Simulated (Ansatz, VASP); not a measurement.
Two plane-wave programs on AlN

```
Al N
1.0
     3.13020    0.00000    0.00000
    -1.56510    2.71083    0.00000
     0.00000    0.00000    5.01803
Al N
2 2
Direct
  0.66667 0.33333 0.49923
  0.33333 0.66667 0.99923
  0.66667 0.33333 0.88077
  0.33333 0.66667 0.38077
```

Alike in both runs: task single point; functional HSE06; k mesh 6 × 6 × 4; no spin polarisation.

|  | VASP | Ansatz |
| --- | --- | --- |
| version | VASP 6.6.1 | Ansatz 0.2.0 |
| potentials or method | VASP PAW PBE potentials, release 64 (Al, N), cutoff 520 eV | scalar-relativistic, plane waves, PAW |
| occupations | gaussian, width 0.01 eV | fixed |
| valence electrons in the cell | 16 | 16 |

```csv
,VASP,Ansatz,Ansatz less VASP
gap on the k mesh at the Fermi level (eV),5.37,5.38,+0.008
least direct gap on the mesh (eV),5.37,5.38,+0.008
pressure (GPa),-5.4,-5.3,+0.17
```

Ansatz's warnings: stress exchange threshold loose, stress scf threshold loose.
